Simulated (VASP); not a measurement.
# Cr (P-1) in VASP: settings compared

Aim: see how the results for Cr move with the level of theory and the settings. Levels: LDA, r2SCAN. Tasks: single point.

Program: VASP 6.6.1. These are calculated values, not measurements. Logs are shortened: lines on timing, memory, paths and dates and some standing lists are left out, and cuts for length are marked.

## Step 1: The cell of the first run

The typed cell holds 1 atom: a = 2.562 Å, b = 2.541 Å, c = 2.350 Å, α = 105.10°, β = 107.45°, γ = 114.24°.

## Step 2: Single point, LDA, collinear spin, ferromagnetic start

INCAR reads:

```
ALGO     = Normal         # electronic algorithm
EDIFF    = 1E-7           # SCF threshold, eV
ENCUT    = 520            # plane-wave cutoff, eV
ISIF     = 2              # what is computed and relaxed
ISMEAR   = -1             # smearing method
ISPIN    = 2              # spin polarisation
LASPH    = True           # aspherical terms in the spheres
LCHARG   = False          # write CHGCAR
LMAXMIX  = 4              # l up to which the mixer works
LORBIT   = 11             # projections on sites
LREAL    = False          # projectors in reciprocal space
LWAVE    = False          # write WAVECAR
MAGMOM   = 3              # initial moments
NBANDS   = 16             # bands
NELM     = 150            # most SCF steps
PREC     = Accurate       # precision mode
SIGMA    = 0.1            # smearing width, eV
```

KPOINTS reads:

```
k-points
0
Gamma
  9 9 9
```

POSCAR reads:

```
Cr
1.0
   -1.4943366600      1.5452007300      1.3932153400
    1.5696721600     -1.4509560800      1.3743061900
    1.4063430800      1.3629625000     -1.2989706900
Cr
1
Direct
    0.0000000000      0.0000000000      0.0000000000
```

Potentials or basis: VASP PAW LDA potentials, release 64 (Cr_pv).

Command:

```bash
$ cat potpaw_LDA.64/Cr_pv/POTCAR > POTCAR
$ mpirun -np 1 vasp_std > vasp.out
```

OUTCAR:

```text
EDIFF = 1E-7
   ENCUT = 520
   ISIF = 2
   ISMEAR = -1
   ISPIN = 2
   LASPH = True
   LORBIT = 11
   LREAL = False
   NELM = 150
   PREC = Accurate

 ion  position               nearest neighbor table
   1  0.000  0.000  0.000-

  LATTYP: Found a triclinic cell.
 ALAT       =     2.3500622308
 B/A-ratio  =     1.6857825924
 C/A-ratio  =     1.0828196781
 COS(alpha) =     0.0078069446
 COS(beta)  =     0.3615709875
 COS(gamma) =     0.7870954603

  Lattice vectors:

 A1 = (  -1.4063430800,  -1.3629625000,   1.2989706900)
 A2 = (  -2.9006797400,   0.1822382300,   2.6921860300)
 A3 = (  -1.4816785800,  -1.4572071500,  -1.4685508400)

Analysis of symmetry for initial positions (statically):
=====================================================================
 Subroutine PRICEL returns:
 Original cell was already a primitive cell.

 Routine SETGRP: Setting up the symmetry group for a
 triclinic supercell.

 Subroutine GETGRP returns: Found  2 space group operations
 (whereof  2 operations were pure point group operations)
 out of a pool of  2 trial point group operations.

The static configuration has the point symmetry S_2 .

Analysis of symmetry for dynamics (positions and initial velocities):
=====================================================================
 Subroutine PRICEL returns:
 Original cell was already a primitive cell.

 Routine SETGRP: Setting up the symmetry group for a
 triclinic supercell.

 Subroutine GETGRP returns: Found  2 space group operations
 (whereof  2 operations were pure point group operations)
 out of a pool of  2 trial point group operations.

The dynamic configuration has the point symmetry S_2 .

Analysis of structural, dynamic, and magnetic symmetry:
=====================================================================
 Subroutine PRICEL returns:
 Original cell was already a primitive cell.

 Routine SETGRP: Setting up the symmetry group for a
 triclinic supercell.

 Subroutine GETGRP returns: Found  2 space group operations
 (whereof  2 operations were pure point group operations)
 out of a pool of  2 trial point group operations.

The overall configuration has the point symmetry S_2 .

 Subroutine INISYM returns: Found  2 space group operations
 (whereof  2 operations are pure point group operations),
 and found     1 'primitive' translations

----------------------------------------------------------------------------------------

                                     Primitive cell

[... 104 lines left out ...]
   EFERMI_NEDOS =   21; number of points for ismear=-14 and -15
   IALGO  =     38    algorithm
   IMIX   =      4    mixing-type and parameters
     AMIX     =   0.40;   BMIX     =  1.00
     AMIX_MAG =   1.60;   BMIX_MAG =  1.00
  volume/ion in A,a.u.               =      11.94        80.60
  Fermi-wavevector in a.u.,A,eV,Ry     =   1.639686  3.098557 36.580224  2.688571
  Thomas-Fermi vector in A             =   2.730450
   LORBIT       =     11    0 simple, 1 ext, 2 COOP (PROOUT), +10 PAW based schemes
   GGA     = CA    functional components
   LHFCALC =     F    Hartree Fock is set to
   AEXX    =    0.0000 exact exchange contribution
   IVDW    =     0    specifies the selected vdW correction
   LEPSILON=     F    determine dielectric tensor
   LRPA    =     F    only Hartree local field effects (RPA)
 spin polarized calculation
  energy-cutoff  :      520.00
  volume of cell :       11.94
 maximum number of plane-waves:       331
   NGX =  9   NGY =  9   NGZ =  9

 number of electron      12.0000000 magnetization      -0.0000701

 number of electron      12.0000000 magnetization       0.0000061

 Free energy of the ion-electron system (eV)
  ---------------------------------------------------
  ext. energy  EPLUGINS =         0.00000000
  ---------------------------------------------------
  free energy    TOTEN  =       -10.49813329 eV

  energy without entropy =      -10.47381871  energy(sigma->0) =      -10.48597600

 E-fermi :  10.2931     XC(G=0): -13.7980

 val. band max:       10.2859612199   @ k =   0.0000  -0.1111   0.2222
 cond. band min:      10.3281860233   @ k =   0.2222  -0.1111   0.2222
 fundamental gap:      0.0422248034
 Fermi energy:        10.2931056750

 spin component 1

 k-point     1 :       0.0000    0.0000    0.0000
  band No.  band energies     occupation
      1     -32.1267      1.00000
      2     -32.0915      1.00000
      3     -31.8895      1.00000
      4       2.6629      1.00000
      5       8.7226      1.00000
      6       9.5552      0.99938
[... 435 lines left out ...]
      5       8.0181      1.00000
      6       9.2807      0.99996
[... 8 lines left out ...]
     15      38.7997      0.00000
     16      42.5098      0.00000

 [... further k-points ...]

 spin component 2

 k-point     1 :       0.0000    0.0000    0.0000
  band No.  band energies     occupation
      1     -32.1267      1.00000
      2     -32.0915      1.00000
      3     -31.8895      1.00000
      4       2.6630      1.00000
      5       8.7226      1.00000
      6       9.5552      0.99938
[... 435 lines left out ...]
      5       8.0181      1.00000
      6       9.2807      0.99996
[... 8 lines left out ...]
     15      38.7997      0.00000
     16      42.5098      0.00000

 [... further k-points ...]

------------------------ aborting loop because EDIFF is reached ----------------------------------------

  FORCE on cell =-STRESS in cart. coord.  units (eV):
  Direction    XX          YY          ZZ          XY          YZ          ZX
  --------------------------------------------------------------------------------------
  -------------------------------------------------------------------------------------
  Total       -2.3377127     -1.8718708     -0.7033515      0.4067681     -0.3863127     -0.3251710
  in kB     -313.6015160   -251.1093470    -94.3538050     54.5674786    -51.8234071    -43.6213252
  external PRESSURE =    -219.6882227 kB  Pullay stress =       0.0000000 kB

 VOLUME and BASIS-vectors are now :
 -----------------------------------------------------------------------------
  energy-cutoff  :      520.00
  volume of cell :       11.94
      direct lattice vectors                 reciprocal lattice vectors
    -1.494336660  1.545200730  1.393215340     0.000973068  0.332547216  0.349983148
     1.569672160 -1.450956080  1.374306190     0.327051789 -0.001527154  0.352483370
     1.406343080  1.362962500 -1.298970690     0.347063252  0.355058900 -0.021538617

 POSITION                                       TOTAL-FORCE (eV/Angst)
 -----------------------------------------------------------------------------------
      0.00000      0.00000      0.00000        -0.000000      0.000000      0.000000
 -----------------------------------------------------------------------------------
    total drift:                                0.000000     -0.000000      0.000000

  FREE ENERGIE OF THE ION-ELECTRON SYSTEM (eV)
  ---------------------------------------------------
  free  energy   TOTEN  =       -10.4981332949 eV

  energy  without entropy=      -10.4738187082  energy(sigma->0) =      -10.48597600

 total charge

# of ion       s       p       d       tot
------------------------------------------
    1        0.418   6.376   4.215  11.009

 magnetization (x)

# of ion       s       p       d       tot
------------------------------------------
    1        0.000   0.000  -0.000  -0.000
```

OSZICAR:

```text
N       E                     dE             d eps       ncg     rms          rms(c)
DAV:   1     0.805604805189E+02    0.80560E+02   -0.61557E+03 23960   0.854E+02
DAV:   2    -0.933682827652E+01   -0.89897E+02   -0.85224E+02 25072   0.245E+02
DAV:   3    -0.108792925835E+02   -0.15425E+01   -0.15393E+01 26520   0.356E+01
DAV:   4    -0.108848655533E+02   -0.55730E-02   -0.55729E-02 27224   0.212E+00
DAV:   5    -0.108849082124E+02   -0.42659E-04   -0.42657E-04 26928   0.168E-01    0.172E+01
DAV:   6    -0.105007885514E+02    0.38412E+00   -0.22588E+00 24160   0.261E+01    0.312E+00
DAV:   7    -0.105056488763E+02   -0.48603E-02   -0.81602E-02 24928   0.264E+00    0.173E+00
DAV:   8    -0.105034232783E+02    0.22256E-02   -0.50228E-03 26312   0.690E-01    0.755E-01
DAV:   9    -0.104979635880E+02    0.54597E-02   -0.19784E-03 26272   0.500E-01    0.162E-01
DAV:  10    -0.104981207661E+02   -0.15718E-03   -0.28325E-04 25768   0.136E-01    0.406E-02
DAV:  11    -0.104981300920E+02   -0.93259E-05   -0.11600E-05 26848   0.342E-02    0.161E-02
DAV:  12    -0.104981325532E+02   -0.24612E-05   -0.10779E-06 25976   0.862E-03    0.492E-03
DAV:  13    -0.104981331405E+02   -0.58727E-06   -0.74137E-08 19496   0.264E-03    0.248E-03
DAV:  14    -0.104981332870E+02   -0.14654E-06   -0.30625E-08 12912   0.194E-03    0.675E-04
DAV:  15    -0.104981332949E+02   -0.78373E-08   -0.48233E-09 11800   0.720E-04
   1 F= -.10498133E+02 E0= -.10485976E+02  d E =-.243146E-01  mag=    -0.0000
```

Run time: 52 s. Hardware: 1 thread of Intel Xeon 6975P-C (Granite Rapids), shared host; peak memory 0.2 GiB.

Results:

| Item | Value |
| --- | --- |
| Free energy | -10.4981 eV |
| Pressure | -22.0 GPa |
| Band gap on the k mesh | zero (filled and empty bands overlap) |
| Net moment | 0.00 μB per cell |
| Valence electrons inside the program's atomic spheres | Cr 11.01 |

Stress tensor (GPa, compression positive):
```
-31.36   5.46  -4.36
  5.46 -25.11  -5.18
 -4.36  -5.18  -9.44
```

Levels at points of the mesh, in eV from the Fermi level:
Spin up:
```tsv
k point	band 4	band 5	band 6	band 7	band 8	band 9
(0.00, 0.00, 0.00)	-7.63	-1.57	-0.74	-0.43	0.94	1.44
```
Spin down:
| k point | band 4 | band 5 | band 6 | band 7 | band 8 | band 9 |
| --- | --- | --- | --- | --- | --- | --- |
| (0.00, 0.00, 0.00) | -7.63 | -1.57 | -0.74 | -0.43 | 0.94 | 1.44 |

Caveat: the cell stands under tension.

## Step 3: Single point, LDA, collinear spin, ferromagnetic start

INCAR reads:

```
SYSTEM = Cr
PREC = Accurate ; ENCUT = 520
EDIFF = 1E-6 ; ISMEAR = -1
SIGMA = 0.1 ; LREAL = .False.
LASPH = .True. ; NELM = 150
ALGO = Normal ; ISIF = 2
LWAVE = .False. ; LCHARG = .False.
ISPIN = 2 ; MAGMOM = 3
LORBIT = 11 ; LMAXMIX = 4
GGA = CA ; NBANDS = 16
```

KPOINTS reads:

```
Automatic mesh
0
Gamma
  9 9 9
  0 0 0
```

POSCAR is that of step 2.

Potentials or basis: VASP PAW LDA potentials, release 64 (Cr_pv).

Command:

```bash
$ cat potpaw_LDA.64/Cr_pv/POTCAR > POTCAR
$ mpirun -np 1 vasp_std > vasp.out
```

It took 45 s on 1 thread of Intel Xeon 6975P-C (Granite Rapids), shared host; peak memory 0.2 GiB.

Results (log left out):

```yaml
Free_energy: -10.4981 eV
Pressure: -22.0 GPa
Band_gap_on_the_k_mesh: zero (filled and empty bands overlap)
Net_moment: 0.00 μB per cell
Valence_electrons_inside_the_program's_atomic_spheres: Cr 11.01
```

Stress tensor (GPa, compression positive):
```
-31.42   5.45  -4.36
  5.45 -25.17  -5.18
 -4.36  -5.18  -9.50
```

Levels at points of the mesh, in eV from the Fermi level:
Spin up:
```
           k point  band 3  band 4  band 5  band 6  band 7  band 8  band 9  band 10
(0.00, 0.00, 0.00)  -42.18   -7.63   -1.57   -0.74   -0.43    0.94    1.44     5.38
```
Spin down:
| k point | band 4 | band 5 | band 6 | band 7 | band 8 | band 9 |
| --- | --- | --- | --- | --- | --- | --- |
| (0.00, 0.00, 0.00) | -7.63 | -1.57 | -0.74 | -0.43 | 0.94 | 1.44 |

Caveat: the cell stands under tension.

## Step 4: Single point, LDA, collinear spin, ferromagnetic start

INCAR reads:

```
PREC = Accurate
ENCUT = 520
EDIFF = 1E-7
ISMEAR = -1
SIGMA = 0.1
LREAL = F
LASPH = T
NELM = 150
ALGO = Fast
ISIF = 2
LWAVE = F
LCHARG = F
ISPIN = 2
MAGMOM = 3
LORBIT = 11
LMAXMIX = 4
GGA = CA
NBANDS = 16
```

KPOINTS reads:

```
regular mesh
0
Gamma
  9 9 9
```

POSCAR is that of step 3.

Command:

```bash
$ cat potpaw_LDA.64/Cr_pv/POTCAR > POTCAR
$ mpirun -np 1 vasp_std > vasp.out
```

Wall time 54 s (1 thread of Intel Xeon 6975P-C (Granite Rapids), shared host); peak memory 0.2 GiB.

Results (log left out):

* Free energy: -10.4981 eV
* Pressure: -22.0 GPa
* Band gap on the k mesh: zero (filled and empty bands overlap)
* Net moment: 0.00 μB per cell
* Valence electrons inside the program's atomic spheres: Cr 11.01

Stress tensor (GPa, compression positive):
```
-31.43   5.45  -4.36
  5.45 -25.18  -5.18
 -4.36  -5.18  -9.51
```

Levels at points of the mesh, in eV from the Fermi level:
Spin up:
```
           k point  band 3  band 4  band 5  band 6  band 7  band 8  band 9  band 10
(0.00, 0.00, 0.00)  -42.18   -7.63   -1.57   -0.74   -0.43    0.94    1.44     5.38
```
Spin down:
| k point | band 3 | band 4 | band 5 | band 6 | band 7 | band 8 | band 9 | band 10 |
| --- | --- | --- | --- | --- | --- | --- | --- | --- |
| (0.00, 0.00, 0.00) | -42.18 | -7.63 | -1.57 | -0.74 | -0.43 | 0.94 | 1.44 | 5.38 |

Caveat: the cell stands under tension.

## Step 5: Single point, LDA, collinear spin, ferromagnetic start

INCAR reads:

```
SYSTEM = Cr
PREC = Accurate ; ENCUT = 520
EDIFF = 1E-6 ; ISMEAR = -1
SIGMA = 0.1 ; LREAL = .False.
LASPH = .True. ; NELM = 150
ALGO = Fast ; ISIF = 2
LWAVE = .False. ; LCHARG = .False.
ISPIN = 2 ; MAGMOM = 3
LORBIT = 11 ; LMAXMIX = 4
NBANDS = 16
```

KPOINTS reads:

```
Automatic mesh
0
Gamma
  9 9 9
  0 0 0
```

POSCAR is that of step 4.

Potentials or basis: VASP PAW LDA potentials, release 64 (Cr_pv).

Command:

```bash
$ cat potpaw_LDA.64/Cr_pv/POTCAR > POTCAR
$ mpirun -np 1 vasp_std > vasp.out
```

OUTCAR:

```text
SYSTEM = Cr
   PREC = Accurate
   ENCUT = 520
   EDIFF = 1E-6
   ISMEAR = -1
   LREAL = .False.
   LASPH = .True.
   NELM = 150
   ISIF = 2
   ISPIN = 2
   LORBIT = 11

 ion  position               nearest neighbor table
   1  0.000  0.000  0.000-

  LATTYP: Found a triclinic cell.
 ALAT       =     2.3500622308
 B/A-ratio  =     1.6857825924
 C/A-ratio  =     1.0828196781
 COS(alpha) =     0.0078069446
 COS(beta)  =     0.3615709875
 COS(gamma) =     0.7870954603

  Lattice vectors:

 A1 = (  -1.4063430800,  -1.3629625000,   1.2989706900)
 A2 = (  -2.9006797400,   0.1822382300,   2.6921860300)
 A3 = (  -1.4816785800,  -1.4572071500,  -1.4685508400)

Analysis of symmetry for initial positions (statically):
=====================================================================
 Subroutine PRICEL returns:
 Original cell was already a primitive cell.

 Routine SETGRP: Setting up the symmetry group for a
 triclinic supercell.

 Subroutine GETGRP returns: Found  2 space group operations
 (whereof  2 operations were pure point group operations)
 out of a pool of  2 trial point group operations.

[... 639 lines left out ...]
     16      42.5113      0.00000

 [... further k-points ...]

 spin component 2

 k-point     1 :       0.0000    0.0000    0.0000
  band No.  band energies     occupation
      1     -32.1267      1.00000
      2     -32.0916      1.00000
      3     -31.8897      1.00000
      4       2.6629      1.00000
      5       8.7225      1.00000
      6       9.5552      0.99938
[... 435 lines left out ...]
      5       8.0180      1.00000
      6       9.2807      0.99996
[... 8 lines left out ...]
     15      38.7997      0.00000
     16      42.5135      0.00000

 [... further k-points ...]

------------------------ aborting loop because EDIFF is reached ----------------------------------------

  FORCE on cell =-STRESS in cart. coord.  units (eV):
  Direction    XX          YY          ZZ          XY          YZ          ZX
  --------------------------------------------------------------------------------------
  -------------------------------------------------------------------------------------
  Total       -2.3439385     -1.8780627     -0.7095279      0.4066441     -0.3862764     -0.3251012
  in kB     -314.4366982   -251.9399897    -95.1823599     54.5508504    -51.8185475    -43.6119544
  external PRESSURE =    -220.5196826 kB  Pullay stress =       0.0000000 kB

 VOLUME and BASIS-vectors are now :
 -----------------------------------------------------------------------------
  energy-cutoff  :      520.00
  volume of cell :       11.94
      direct lattice vectors                 reciprocal lattice vectors
    -1.494336660  1.545200730  1.393215340     0.000973068  0.332547216  0.349983148
     1.569672160 -1.450956080  1.374306190     0.327051789 -0.001527154  0.352483370
     1.406343080  1.362962500 -1.298970690     0.347063252  0.355058900 -0.021538617

 POSITION                                       TOTAL-FORCE (eV/Angst)
 -----------------------------------------------------------------------------------
      0.00000      0.00000      0.00000        -0.000000     -0.000000     -0.000000
 -----------------------------------------------------------------------------------
    total drift:                                0.000000     -0.000000      0.000000

  FREE ENERGIE OF THE ION-ELECTRON SYSTEM (eV)
  ---------------------------------------------------
  free  energy   TOTEN  =       -10.4981332049 eV

  energy  without entropy=      -10.4738177659  energy(sigma->0) =      -10.48597549

 total charge

# of ion       s       p       d       tot
------------------------------------------
    1        0.418   6.376   4.215  11.009

 magnetization (x)

# of ion       s       p       d       tot
------------------------------------------
    1        0.000  -0.000  -0.000  -0.000
```

stdout:

```text
POSCAR found type information on POSCAR Cr
 POSCAR found :  1 types and       1 ions
 scaLAPACK will be used
 LDA part: xc-table for (Slater(with rela. corr.)+CA(PZ))
 , standard interpolation
 POSCAR, INCAR and KPOINTS ok, starting setup
 FFT: planning ... GRIDC
 FFT: planning ... GRID_SOFT
 FFT: planning ... GRID
 WAVECAR not read
 entering main loop
WARNING in EDDRMM: call to ZHEGV failed, returncode =   8  4     16
```

Wall time 49 s (1 thread of Intel Xeon 6975P-C (Granite Rapids), shared host); peak memory 0.2 GiB.

Results:

- Free energy: -10.4981 eV
- Pressure: -22.1 GPa
- Band gap on the k mesh: zero (filled and empty bands overlap)
- Net moment: 0.00 μB per cell
- Valence electrons inside the program's atomic spheres: Cr 11.01

Stress tensor (GPa, compression positive):
```
-31.44   5.46  -4.36
  5.46 -25.19  -5.18
 -4.36  -5.18  -9.52
```

Caveat: the cell stands under tension.

## Step 6: Single point, r2SCAN, collinear spin, ferromagnetic start

POSCAR is that of step 5.

INCAR.step1 reads:

```
SYSTEM = Cr
PREC = Accurate ; ENCUT = 520
ISMEAR = 0 ; SIGMA = 0.05
LREAL = .False. ; LASPH = .True.
NELM = 150 ; ISPIN = 2
MAGMOM = 3 ; LMAXMIX = 4
NBANDS = 16 ; GGA = PE
ALGO = Normal ; EDIFF = 1E-4
LWAVE = .True. ; LCHARG = .False.
```

INCAR.step2 reads:

```
SYSTEM = Cr
PREC = Accurate ; ENCUT = 520
EDIFF = 1E-7 ; ISMEAR = 0
SIGMA = 0.05 ; LREAL = .False.
LASPH = .True. ; NELM = 150
ALGO = Normal ; ISIF = 2
LWAVE = .False. ; LCHARG = .False.
ISPIN = 2 ; MAGMOM = 3
LORBIT = 11 ; LMAXMIX = 4
METAGGA = R2SCAN ; LMIXTAU = .True.
NBANDS = 16 ; ISTART = 1
```

KPOINTS is that of step 5.

Potentials or basis: VASP PAW PBE potentials, release 64 (Cr_pv).

Command:

```bash
$ cat potpaw_PBE.64/Cr_pv/POTCAR > POTCAR
$ cp INCAR.step1 INCAR
$ mpirun -np 1 vasp_std > vasp.out
$ cp INCAR.step2 INCAR
$ mpirun -np 1 vasp_std > vasp.out
```

Run time: 3.3 min. Hardware: 1 thread of Intel Xeon 6975P-C (Granite Rapids), shared host; peak memory 0.21 GiB.

The run converged. Its results:

```yaml
Free_energy: -14.7168 eV
Pressure: -11.3 GPa
Band_gap_on_the_k_mesh: zero (filled and empty bands overlap)
Net_moment: 0.00 μB per cell
Valence_electrons_inside_the_program's_atomic_spheres: Cr 11.23
```

Stress tensor (GPa, compression positive):
```
-21.36   7.62  -5.67
  7.62 -14.64  -6.14
 -5.67  -6.14   2.10
```

Levels at points of the mesh, in eV from the Fermi level:
Spin up:
```csv
k point,band 2,band 3,band 4,band 5,band 6,band 7,band 8,band 9,band 10,band 11
"(0.00, 0.00, 0.00)",-44.43,-44.23,-8.30,-1.74,-0.79,-0.46,1.18,1.74,3.14,21.07
```
Spin down:
| k point | band 4 | band 5 | band 6 | band 7 | band 8 | band 9 |
| --- | --- | --- | --- | --- | --- | --- |
| (0.00, 0.00, 0.00) | -8.30 | -1.74 | -0.79 | -0.46 | 1.18 | 1.74 |

Caveat: the cell stands under tension; the PAW data sets were made with another functional, which shifts forces and pressure a little.
